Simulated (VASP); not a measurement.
# Al2O3 in VASP: further runs, part 2 of 2

VASP 6.6.1. The steps go on from the part before.

### Step 3. Single point, PBE

Contents of INCAR:

```
  PREC = Accurate
  ENCUT = 520
  EDIFF = 1E-6
  ISMEAR = -1
  SIGMA = 0.2585
  LREAL = False
  LASPH = True
  NELM = 120
  ALGO = Normal
  ISIF = 2
  LWAVE = False
  LCHARG = True
  GGA = PE
  LELF = True
  LVHAR = True
  ISYM = 0
  NBANDS = 49
  GGA_COMPAT = False
```

Contents of KPOINTS:

```
regular mesh
0
Gamma
  1 1 1
```

Contents of POSCAR:

```
Al2O3
1.0
    5.1448540000      0.0333890000     -0.0401980000
    0.0333890000      5.5015840000     -0.0056400000
   -0.0401980000     -0.0056400000      5.2914940000
Al O
6 9
Direct
    0.0729280288      0.8512637270      0.5315415057
    0.7367134768      0.6061984692      0.8498094050
    0.1504691393     -0.0184987919      1.0621199278
    0.6630694755      0.1515464587      0.0334750051
    0.1204206469      0.3814048073      0.6855159984
    0.4568908983      0.6091590483      0.2751424753
    1.2857845083      0.2599304585      0.9752323207
   -0.1423694941      0.0357983855      0.2775265235
    0.7823851194      0.3049580611      0.7135542969
    0.3394806501      0.0809386379      0.5534812923
    0.5430522235      0.5984756546      0.5870667180
    0.4533166611      0.8642560935      0.0594478284
    0.6540565165      0.4614881299      0.1251781740
    1.0461806420      0.7069625332      0.8685614381
    0.1456693761      0.5590724877      0.3836893298
```

Potentials or basis: VASP PAW PBE potentials, release 64 (Al, O).

On the command line:

```bash
$ cat potpaw_PBE.64/Al/POTCAR potpaw_PBE.64/O/POTCAR > POTCAR
$ mpirun -np 1 vasp_gam > vasp.out
```

OUTCAR:

```text
PREC = Accurate
   ENCUT = 520
   EDIFF = 1E-6
   ISMEAR = -1
   LREAL = False
   LASPH = True
   NELM = 120
   ISIF = 2
   GGA = PE
   ISYM = 0

 ion  position               nearest neighbor table
   1  0.073  0.851  0.532-  15 1.82  10 1.88  14 1.96   8 2.00   3 2.62   5 2.72   6 2.74   2 2.79
                             3 2.92   5 3.04
   2  0.737  0.606  0.850-  14 1.69  11 1.70  13 1.72   9 1.82  12 2.32   5 2.48   6 2.69   4 2.72
                             1 2.79   4 3.17   3 3.18   6 3.34
   3  0.150  0.982  0.062-  12 1.68   7 1.76  14 1.90   8 1.92   1 2.62   4 2.67   6 2.80   4 2.82
                             1 2.92   5 2.97   2 3.18
   4  0.663  0.152  0.033-   8 1.74  13 1.77  12 1.93   9 2.00   7 2.04   3 2.67   2 2.72   3 2.82
                             6 3.01   2 3.17   5 3.28
   5  0.120  0.381  0.686-   9 1.80   7 1.86  15 1.88  14 2.07  10 2.11   2 2.48  11 2.56   1 2.72
                             3 2.97   1 3.04   6 3.08   4 3.28
   6  0.457  0.609  0.275-  13 1.52  11 1.70  15 1.73  12 1.81   7 2.64   2 2.69   1 2.74   3 2.80
                             4 3.01   5 3.08   2 3.34
   7  0.286  0.260  0.975-   3 1.76   5 1.86   4 2.04   6 2.64
   8  0.858  0.036  0.278-   4 1.74   3 1.92   1 2.00
   9  0.782  0.305  0.714-   5 1.80   2 1.82   4 2.00
  10  0.339  0.081  0.553-   1 1.88   5 2.11
  11  0.543  0.598  0.587-   2 1.70   6 1.70   5 2.56
  12  0.453  0.864  0.059-   3 1.68   6 1.81   4 1.93   2 2.32
  13  0.654  0.461  0.125-   6 1.52   2 1.72   4 1.77
  14  0.046  0.707  0.869-   2 1.69   3 1.90   1 1.96   5 2.07
  15  0.146  0.559  0.384-   6 1.73   1 1.82   5 1.88

IMPORTANT INFORMATION: All symmetrisations will be switched off!
NOSYMM: (Re-)initialisation of all symmetry stuff for point group C_1.

----------------------------------------------------------------------------------------

                                     Primitive cell

  volume of cell :     149.7600

  direct lattice vectors                    reciprocal lattice vectors
     5.144854000  0.033389000 -0.040198000     0.194388150 -0.001178225  0.001475457
[... 130 lines left out ...]
  ext. energy  EPLUGINS =         0.00000000
  ---------------------------------------------------
  free energy    TOTEN  =       -99.21057809 eV

  energy without entropy =      -98.86825324  energy(sigma->0) =      -99.03941567

 E-fermi :   6.5543     XC(G=0): -10.7512

 val. band max:        5.7734002798   @ k =   0.0000   0.0000   0.0000
 cond. band min:       7.1611161406   @ k =   0.0000   0.0000   0.0000
 fundamental gap:      1.3877158608
 Fermi energy:         6.5543457156

 k-point     1 :       0.0000    0.0000    0.0000
  band No.  band energies     occupation
      1     -15.1893      2.00000
      2     -14.0489      2.00000
      3     -13.2865      2.00000
      4     -13.0464      2.00000
      5     -12.7638      2.00000
      6     -12.4216      2.00000
[... 40 lines left out ...]
     47      14.9759      0.00000
     48      15.1560      0.00000
 [bands above 48 left out]

------------------------ aborting loop because EDIFF is reached ----------------------------------------

  FORCE on cell =-STRESS in cart. coord.  units (eV):
  Direction    XX          YY          ZZ          XY          YZ          ZX
  --------------------------------------------------------------------------------------
  -------------------------------------------------------------------------------------
  Total       22.7181155     13.6531752     13.7088582    -10.6088220      5.9204791     -0.8875129
  in kB      243.0452236    146.0657690    146.6614826   -113.4963643     63.3390639     -9.4948797
  external PRESSURE =     178.5908251 kB  Pullay stress =       0.0000000 kB

 VOLUME and BASIS-vectors are now :
 -----------------------------------------------------------------------------
  energy-cutoff  :      520.00
  volume of cell :      149.76
      direct lattice vectors                 reciprocal lattice vectors
     5.144854000  0.033389000 -0.040198000     0.194388150 -0.001178225  0.001475457
     0.033389000  5.501584000 -0.005640000    -0.001178225  0.181773173  0.000184794
    -0.040198000 -0.005640000  5.291494000     0.001475457  0.000184794  0.188993950

 POSITION                                       TOTAL-FORCE (eV/Angst)
 -----------------------------------------------------------------------------------
      0.38226      4.68274      2.80492         1.032772      2.450306     -0.280274
      3.77636      3.35486      4.46373        -4.440040     -0.757872      0.552411
      0.80442      5.40449      0.31712        -1.154905      1.910975      0.034636
      3.41511      0.85570      0.14962        -3.423744      1.196959     -1.002452
      0.60472      2.09849      3.62041         3.754595     -3.237995     -1.229709
      2.35992      3.36504      1.43411        -3.638378      3.153171      4.298470
      1.43980      1.43407      5.14748        -1.414224      1.060231     -0.402730
      4.40242      0.22402      1.43385         3.512956     -2.268620     -0.108279
      4.00676      1.69985      3.74260         2.967985     -3.221390      1.891989
      1.72703      0.45350      2.91464        -3.789988     -1.155683     -0.698732
      2.79031      3.30739      3.08125        -0.034134      3.327657      0.888185
      2.35872      4.76958      0.29147         3.268882     -1.624086      0.381848
      3.37540      2.56005      0.63348         6.080313     -3.596983     -2.749391
      0.22628      3.88606      4.59014         0.312958      2.039742     -1.913496
      0.75269      3.07848      2.02128        -3.035046      0.723587      0.337523
 -----------------------------------------------------------------------------------
    total drift:                                0.001272     -0.000906     -0.000008

  FREE ENERGIE OF THE ION-ELECTRON SYSTEM (eV)
  ---------------------------------------------------
  free  energy   TOTEN  =       -99.2105780912 eV

  energy  without entropy=      -98.8682532413  energy(sigma->0) =      -99.03941567
```

OSZICAR:

```text
N       E                     dE             d eps       ncg     rms          rms(c)
DAV:   1     0.561651667992E+03    0.56165E+03   -0.43657E+04    98   0.145E+03
DAV:   2    -0.738482203159E+02   -0.63550E+03   -0.61158E+03   115   0.348E+02
DAV:   3    -0.115593540619E+03   -0.41745E+02   -0.41505E+02   116   0.923E+01
DAV:   4    -0.116103951089E+03   -0.51041E+00   -0.50900E+00   116   0.114E+01
DAV:   5    -0.116111107022E+03   -0.71559E-02   -0.71514E-02   124   0.137E+00    0.242E+01
DAV:   6    -0.995270177460E+02    0.16584E+02   -0.65148E+01   108   0.364E+01    0.960E+00
DAV:   7    -0.993081589549E+02    0.21886E+00   -0.28417E+00   116   0.903E+00    0.461E+00
DAV:   8    -0.992223294684E+02    0.85829E-01   -0.46033E-01   132   0.368E+00    0.243E+00
DAV:   9    -0.992077749622E+02    0.14555E-01   -0.20875E-01   116   0.225E+00    0.854E-01
DAV:  10    -0.992086803465E+02   -0.90538E-03   -0.28567E-02   124   0.101E+00    0.355E-01
DAV:  11    -0.992101635726E+02   -0.14832E-02   -0.59002E-03   116   0.418E-01    0.215E-01
DAV:  12    -0.992105051429E+02   -0.34157E-03   -0.79750E-04   124   0.181E-01    0.786E-02
DAV:  13    -0.992105662306E+02   -0.61088E-04   -0.21288E-04   116   0.844E-02    0.335E-02
DAV:  14    -0.992105787152E+02   -0.12485E-04   -0.28884E-05   116   0.296E-02    0.996E-03
DAV:  15    -0.992105780912E+02    0.62404E-06   -0.69754E-06   124   0.152E-02
   1 F= -.99210578E+02 E0= -.99039416E+02  d E =-.342325E+00
```

stdout:

```text
POSCAR found type information on POSCAR AlO
 POSCAR found :  2 types and      15 ions
 scaLAPACK will be used
 LDA part: xc-table for (Slater+PW92), standard interpolation
 POSCAR, INCAR and KPOINTS ok, starting setup
 FFT: planning ... GRIDC
 FFT: planning ... GRID_SOFT
 FFT: planning ... GRID
 WAVECAR not read
 entering main loop
```

Run time: 17 s. Hardware: 1 thread of Intel Xeon Platinum 8488C (Sapphire Rapids), shared host; peak memory 0.22 GiB.

Results:

- Free energy: -99.2106 eV
- Pressure: 17.9 GPa
- Largest force: 7.581 eV/Å
- Band gap on the k mesh: 1.39 eV

Forces in eV/Å, atoms in the order of the input:
```
Al   1.033  2.450 -0.280
Al  -4.440 -0.758  0.552
Al  -1.155  1.911  0.035
Al  -3.424  1.197 -1.002
Al   3.755 -3.238 -1.230
Al  -3.638  3.153  4.298
O   -1.414  1.060 -0.403
O    3.513 -2.269 -0.108
O    2.968 -3.221  1.892
O   -3.790 -1.156 -0.699
O   -0.034  3.328  0.888
O    3.269 -1.624  0.382
O    6.080 -3.597 -2.749
O    0.313  2.040 -1.913
O   -3.035  0.724  0.338
```

Stress tensor (GPa, compression positive):
```
 24.30 -11.35  -0.95
-11.35  14.61   6.33
 -0.95   6.33  14.67
```

Caveat: the k points lie up to 1.22 Å⁻¹ apart.
